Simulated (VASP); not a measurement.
# Mg8H in VASP: further runs

Mg8H is run at these levels: PBE; tasks: single point.

Everything below comes from runs of VASP 6.6.1. Logs are shortened: lines on timing, memory, paths and dates and some standing lists are left out, and cuts for length are marked.

### 1 The cell of the first run

The cell holds a slab with vacuum, 9 atoms: a = 6.420 Å, b = 5.138 Å, c = 19.164 Å, α = 90.00°, β = 90.00°, γ = 90.00°.

### 2 Single point, PBE

Input file INCAR:

```
SYSTEM = Mg8H
ALGO = Normal
DIPOL = 0.5 0.5 0.327
EDIFF = 1E-6
ENCUT = 520
GGA = PE
IDIPOL = 3
ISIF = 2
ISMEAR = 0
LASPH = .True.
LCHARG = .False.
LDIPOL = .True.
LREAL = .False.
LWAVE = .False.
NBANDS = 18
NELM = 60
PREC = Accurate
SIGMA = 0.1
```

Input file KPOINTS:

```
k-points
0
Gamma
  4 5 1
  0 0 0
```

Input file POSCAR:

```
Mg8H
1.0
    6.4201385733      0.0000000000      0.0000000000
    0.0000000000      5.1379129567      0.0000000000
    0.0000000000      0.0000000000     19.1644777330
Mg H
8 1
Direct
    0.0000000000      0.7500000000      0.2087194890
    0.5000000000      0.7500000000      0.2087194890
    0.2500000000      0.2500000000      0.2570728643
    0.7500000000      0.2500000000      0.2570728643
    0.2500000000      0.7500000000      0.3587181927
    0.7500000000      0.7500000000      0.3587181927
    0.0000000000      0.2500000000      0.3999314690
    0.5000000000      0.2500000000      0.3999314690
    0.0000000000      0.2500000000      0.4917550084
```

Potentials or basis: VASP PAW PBE potentials, release 64 (Mg, H).

The run is started by

```sh
> cat potpaw_PBE.64/Mg/POTCAR potpaw_PBE.64/H/POTCAR > POTCAR
> mpirun -np 1 vasp_std > vasp.out
```

OUTCAR:

```text
SYSTEM = Mg8H
   EDIFF = 1E-6
   ENCUT = 520
   GGA = PE
   ISIF = 2
   ISMEAR = 0
   LASPH = .True.
   LREAL = .False.
   NELM = 60
   PREC = Accurate

 ion  position               nearest neighbor table
   1  0.000  0.750  0.209-   3 3.17   4 3.17   3 3.17   4 3.17   2 3.21   2 3.21   6 3.29   5 3.29

   2  0.500  0.750  0.209-   3 3.17   4 3.17   3 3.17   4 3.17   1 3.21   1 3.21   6 3.29   5 3.29

   3  0.250  0.250  0.257-   1 3.17   2 3.17   1 3.17   2 3.17   7 3.17   8 3.17   4 3.21   4 3.21
                             5 3.22   5 3.22
   4  0.750  0.250  0.257-   1 3.17   2 3.17   1 3.17   2 3.17   7 3.17   8 3.17   3 3.21   3 3.21
                             6 3.22   6 3.22
   5  0.250  0.750  0.359-   7 3.13   8 3.13   7 3.13   8 3.13   6 3.21   6 3.21   3 3.22   3 3.22
                             1 3.29   2 3.29
   6  0.750  0.750  0.359-   7 3.13   8 3.13   7 3.13   8 3.13   5 3.21   5 3.21   4 3.22   4 3.22
                             1 3.29   2 3.29
   7  0.000  0.250  0.400-   9 1.76   6 3.13   5 3.13   5 3.13   6 3.13   4 3.17   3 3.17   8 3.21
                             8 3.21
   8  0.500  0.250  0.400-   5 3.13   6 3.13   5 3.13   6 3.13   3 3.17   4 3.17   7 3.21   7 3.21

   9  0.000  0.250  0.492-   7 1.76

  LATTYP: Found a simple orthorhombic cell.
 ALAT       =     5.1379129567
 B/A-ratio  =     1.2495615686
 C/A-ratio  =     3.7300121459

  Lattice vectors:

 A1 = (   0.0000000000,  -5.1379129567,   0.0000000000)
 A2 = (   6.4201385733,   0.0000000000,   0.0000000000)
 A3 = (   0.0000000000,   0.0000000000,  19.1644777330)

Analysis of symmetry for initial positions (statically):
=====================================================================
 Subroutine PRICEL returns:
 Original cell was already a primitive cell.

 Routine SETGRP: Setting up the symmetry group for a
 simple orthorhombic supercell.

 Subroutine GETGRP returns: Found  4 space group operations
 (whereof  2 operations were pure point group operations)
 out of a pool of  8 trial point group operations.

The static configuration has the point symmetry C_1h.
 The point group associated with its full space group is C_2v.

Analysis of symmetry for dynamics (positions and initial velocities):
=====================================================================
 Subroutine PRICEL returns:
 Original cell was already a primitive cell.

 Routine SETGRP: Setting up the symmetry group for a
 simple orthorhombic supercell.

[... 117 lines left out ...]
   EFERMI =   0.00;   METHOD = LEGACY
   ISMEAR =     0;   SIGMA  =   0.10  broadening in eV -4-tet -1-fermi 0-gaus
   EFERMI_NEDOS =   21; number of points for ismear=-14 and -15
   IALGO  =     38    algorithm
   IMIX   =      4    mixing-type and parameters
     AMIX     =   0.40;   BMIX     =  1.00
     AMIX_MAG =   1.60;   BMIX_MAG =  1.00
  volume/ion in A,a.u.               =      70.24       474.00
  Fermi-wavevector in a.u.,A,eV,Ry     =   0.490473  0.926860  3.273069  0.240564
  Thomas-Fermi vector in A             =   1.493349
   LORBIT       =      0    0 simple, 1 ext, 2 COOP (PROOUT), +10 PAW based schemes
   GGA     = PE    functional components
   LHFCALC =     F    Hartree Fock is set to
   AEXX    =    0.0000 exact exchange contribution
   IVDW    =     0    specifies the selected vdW correction
   LEPSILON=     F    determine dielectric tensor
   LRPA    =     F    only Hartree local field effects (RPA)
 non-spin polarized calculation
 Gauss-broadening in eV      SIGMA  =   0.10
  energy-cutoff  :      520.00
  volume of cell :      632.16
 maximum number of plane-waves:     17060
 NGX is ok and might be reduce to    48
   NGX = 23   NGY = 19   NGZ = 71

 number of electron      17.0000000 magnetization

 dipolmoment           0.000000      0.000000      0.251447 electrons x Angstroem

 Free energy of the ion-electron system (eV)
  ---------------------------------------------------
  ext. energy  EPLUGINS =         0.00000000
  ---------------------------------------------------
  free energy    TOTEN  =       -12.06464065 eV

  energy without entropy =      -12.02572665  energy(sigma->0) =      -12.04518365

 E-fermi :  -2.1254     XC(G=0):  -3.4496

 val. band max:       -2.1944202385   @ k =   0.2500   0.4000   0.0000
 cond. band min:      -2.1183548631   @ k =   0.2500   0.2000   0.0000
 fundamental gap:      0.0760653754
 Fermi energy:        -2.1254121048

 k-point     1 :       0.0000    0.0000    0.0000
  band No.  band energies     occupation
      1      -8.1440      2.00000
      2      -6.1291      2.00000
      3      -4.6084      2.00000
      4      -4.6080      2.00000
      5      -4.0650      2.00000
      6      -2.8802      2.00000
[... 166 lines left out ...]
      5      -4.5468      2.00000
      6      -4.1810      2.00000
[... 10 lines left out ...]
     17       1.8249      0.00000
     18       1.9894      0.00000

------------------------ aborting loop because EDIFF is reached ----------------------------------------

 vacuum level on the upper side and lower side of the slab       (xc-potential included)         0.588        -0.766

  FORCE on cell =-STRESS in cart. coord.  units (eV):
  Direction    XX          YY          ZZ          XY          YZ          ZX
  --------------------------------------------------------------------------------------
  -------------------------------------------------------------------------------------
  Total       -0.7414905     -1.6698121     -1.3125589      0.0000000      0.0000000      0.0000000
  in kB       -1.8792650     -4.2320429     -3.3266050      0.0000000      0.0000000      0.0000000
  external PRESSURE =      -3.1459710 kB  Pullay stress =       0.0000000 kB

 VOLUME and BASIS-vectors are now :
 -----------------------------------------------------------------------------
  energy-cutoff  :      520.00
  volume of cell :      632.16
      direct lattice vectors                 reciprocal lattice vectors
     6.420138573  0.000000000  0.000000000     0.155759878  0.000000000  0.000000000
     0.000000000  5.137912957  0.000000000     0.000000000  0.194631557  0.000000000
     0.000000000  0.000000000 19.164477733     0.000000000  0.000000000  0.052179872

 POSITION                                       TOTAL-FORCE (eV/Angst)
 -----------------------------------------------------------------------------------
      0.00000      3.85343      4.00000         0.000000      0.000000      0.206315
      3.21007      3.85343      4.00000         0.000000      0.000000      0.268608
      1.60503      1.28448      4.92667        -0.016907      0.000000     -0.040312
      4.81510      1.28448      4.92667         0.016907      0.000000     -0.040312
      1.60503      3.85343      6.87465         0.078927      0.000000     -0.128795
      4.81510      3.85343      6.87465        -0.078927      0.000000     -0.128795
      0.00000      1.28448      7.66448         0.000000      0.000000     -0.009397
      3.21007      1.28448      7.66448         0.000000      0.000000     -0.131381
      0.00000      1.28448      9.42423         0.000000      0.000000      0.004068
 -----------------------------------------------------------------------------------
    total drift:                               -0.000000      0.000000     -0.000240

  FREE ENERGIE OF THE ION-ELECTRON SYSTEM (eV)
  ---------------------------------------------------
  free  energy   TOTEN  =       -12.0646406524 eV

  energy  without entropy=      -12.0257266523  energy(sigma->0) =      -12.04518365

 vacuum level on the upper side and lower side of the slab         2.655         1.246
```

Wall time 6.2 min (1 thread of Intel Xeon 8259CL, shared host); peak memory 0.59 GiB.

Results:

```
Free energy            : -12.0646 eV
Largest force          : 0.269 eV/Å
Band gap on the k mesh : zero (an odd number of electrons rules out a gap without spin polarisation)
```

Forces in eV/Å, atoms in the order of the input:
```
Mg   0.000  0.000  0.206
Mg   0.000  0.000  0.269
Mg  -0.017  0.000 -0.040
Mg   0.017  0.000 -0.040
Mg   0.079  0.000 -0.129
Mg  -0.079  0.000 -0.129
Mg   0.000  0.000 -0.009
Mg   0.000  0.000 -0.131
H    0.000  0.000  0.004
```

Levels at points of the mesh, in eV from the Fermi level:
| k point | band 5 | band 6 | band 7 | band 8 | band 9 | band 10 | band 11 | band 12 | band 13 | band 14 |
| --- | --- | --- | --- | --- | --- | --- | --- | --- | --- | --- |
| (0.00, 0.00, 0.00) | -1.94 | -0.75 | -0.53 | -0.50 | -0.09 | 0.32 | 1.21 | 1.89 | 2.31 | 2.45 |
| (0.50, 0.00, 0.00) | -1.56 | -0.12 | 0.06 | 0.10 | 0.66 | 0.75 | 0.94 | 1.70 | 1.70 | 2.00 |

### 3 Single point, PBE

Input file INCAR:

```
SYSTEM = Mg8H
PREC = Accurate
ENCUT = 520
EDIFF = 1E-6
ISMEAR = 0
SIGMA = 0.1
LREAL = .FALSE.
LASPH = .TRUE.
NELM = 60
ALGO = Normal
ISIF = 2
LWAVE = .FALSE.
LCHARG = .FALSE.
LDIPOL = .TRUE.
IDIPOL = 3
DIPOL = 0.5 0.5 0.318
GGA = PE
NBANDS = 18
```

Input file KPOINTS:

```
Automatic mesh
0
G
  4 5 1
  0 0 0
```

Edit POSCAR of step 2 so:

```diff
@@ -16,2 +16,2 @@
     0.5000000000      0.2500000000      0.3999314690
-    0.0000000000      0.2500000000      0.4917550084
+    0.0000000000      0.7500000000      0.4153523339
```

Potentials or basis: VASP PAW PBE potentials, release 64 (Mg, H).

The run is started by

```sh
> cat potpaw_PBE.64/Mg/POTCAR potpaw_PBE.64/H/POTCAR > POTCAR
> mpirun -np 1 vasp_std > vasp.out
```

OUTCAR:

```text
SYSTEM = Mg8H
   PREC = Accurate
   ENCUT = 520
   EDIFF = 1E-6
   ISMEAR = 0
   LREAL = .FALSE.
   LASPH = .TRUE.
   NELM = 60
   ISIF = 2
   GGA = PE

 ion  position               nearest neighbor table
   1  0.000  0.750  0.209-   3 3.17   4 3.17   3 3.17   4 3.17   2 3.21   2 3.21   6 3.29   5 3.29

   2  0.500  0.750  0.209-   3 3.17   4 3.17   3 3.17   4 3.17   1 3.21   1 3.21   6 3.29   5 3.29

   3  0.250  0.250  0.257-   1 3.17   2 3.17   1 3.17   2 3.17   7 3.17   8 3.17   4 3.21   4 3.21
[... 408 lines left out ...]
  in kB       -7.4475004     -5.5061374     -2.0210593      0.0000000      0.0000000      0.0000000
  external PRESSURE =      -4.9915657 kB  Pullay stress =       0.0000000 kB

 VOLUME and BASIS-vectors are now :
 -----------------------------------------------------------------------------
  energy-cutoff  :      520.00
  volume of cell :      632.16
      direct lattice vectors                 reciprocal lattice vectors
     6.420138573  0.000000000  0.000000000     0.155759878  0.000000000  0.000000000
     0.000000000  5.137912957  0.000000000     0.000000000  0.194631557  0.000000000
     0.000000000  0.000000000 19.164477733     0.000000000  0.000000000  0.052179872

 POSITION                                       TOTAL-FORCE (eV/Angst)
 -----------------------------------------------------------------------------------
      0.00000      3.85343      4.00000         0.000000      0.000000      0.229114
      3.21007      3.85343      4.00000         0.000000      0.000000      0.172041
      1.60503      1.28448      4.92667        -0.176820      0.000000     -0.105220
      4.81510      1.28448      4.92667         0.176820      0.000000     -0.105220
      1.60503      3.85343      6.87465         0.163912     -0.000000     -0.070513
      4.81510      3.85343      6.87465        -0.163912     -0.000000     -0.070513
      0.00000      1.28448      7.66448         0.000000      0.000000     -0.001204
      3.21007      1.28448      7.66448         0.000000      0.000000     -0.041489
      0.00000      3.85343      7.96001         0.000000      0.000000     -0.006997
 -----------------------------------------------------------------------------------
    total drift:                               -0.000000      0.000000     -0.000265

  FREE ENERGIE OF THE ION-ELECTRON SYSTEM (eV)
  ---------------------------------------------------
  free  energy   TOTEN  =       -12.7939140262 eV

  energy  without entropy=      -12.7622245846  energy(sigma->0) =      -12.77806931

 vacuum level on the upper side and lower side of the slab         1.786         1.833
```

Run time: 8.7 min. Hardware: 1 thread of Intel Xeon 8259CL, shared host; peak memory 0.59 GiB.

What came out:

| Item | Value |
| --- | --- |
| Free energy | -12.7939 eV |
| Largest force | 0.229 eV/Å |
| Band gap on the k mesh | zero (an odd number of electrons rules out a gap without spin polarisation) |

Forces in eV/Å, atoms in the order of the input:
```
Mg   0.000  0.000  0.229
Mg   0.000  0.000  0.172
Mg  -0.177  0.000 -0.105
Mg   0.177  0.000 -0.105
Mg   0.164  0.000 -0.071
Mg  -0.164  0.000 -0.071
Mg   0.000  0.000 -0.001
Mg   0.000  0.000 -0.041
H    0.000  0.000 -0.007
```

Levels at points of the mesh, in eV from the Fermi level:
| k point | band 6 | band 7 | band 8 | band 9 | band 10 | band 11 | band 12 | band 13 |
| --- | --- | --- | --- | --- | --- | --- | --- | --- |
| (0.00, 0.00, 0.00) | -0.89 | -0.78 | -0.54 | -0.11 | 1.14 | 1.20 | 1.49 | 2.38 |
| (0.50, 0.00, 0.00) | -0.16 | 0.02 | 0.03 | 0.09 | 0.77 | 1.34 | 1.69 | 1.92 |

The gap in the log of VASP goes by the Fermi energy; the results here count the filled bands.